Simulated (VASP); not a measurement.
# Ba: single point with PBEsol

Crystal: Ba.

```
Ba
1.0
     6.78619    0.00000    0.00000
    -3.39309    5.87701    0.00000
     0.00000    0.00000    3.79211
Ba
2
Direct
  0.33333 0.66667 0.50000
  0.66667 0.33333 0.50000
```

This cell differs from its parent crystal: strain -0.030 along x and y, -0.030 along z.

```
Program             : VASP 6.6.1
Task                : single point
Functional          : PBEsol
Potentials or basis : VASP PAW PBE potentials, release 64 (Ba_sv)
Cutoff              : 520 eV
k mesh              : 9 × 9 × 12
Occupations         : gaussian, width 0.15 eV
Spin                : no spin polarisation
```

| Item | Value |
| --- | --- |
| Pressure | 0.0 GPa |
| Band gap on the k mesh | zero (bands 10 and 11 overlap by 1.09 eV) |

Stress tensor (GPa, compression positive):
```
 0.06  0.00  0.00
 0.00  0.06  0.00
 0.00  0.00 -0.05
```

Levels at points of the mesh, in eV from the Fermi level:
```tsv
k point	band 7	band 8	band 9	band 10	band 11	band 12	band 13	band 14
(0.00, 0.00, 0.00)	-13.82	-13.71	-2.25	0.04	0.34	0.78	0.78	1.16
(0.00, 0.00, 0.50)	-14.01	-14.01	-0.30	-0.30	-0.08	1.27	1.44	1.44
```

It took 2.1 min on 1 thread of Intel(R) Xeon(R) 6975P-C (Granite Rapids), on a shared host, peak memory 0.36 GiB.

Caveat: the cell differs from its parent crystal (strain -0.030 along x and y, -0.030 along z); the PAW data sets were made with another functional, which shifts forces and pressure a little; spin-orbit coupling is left out, which moves the levels of the heavy elements.
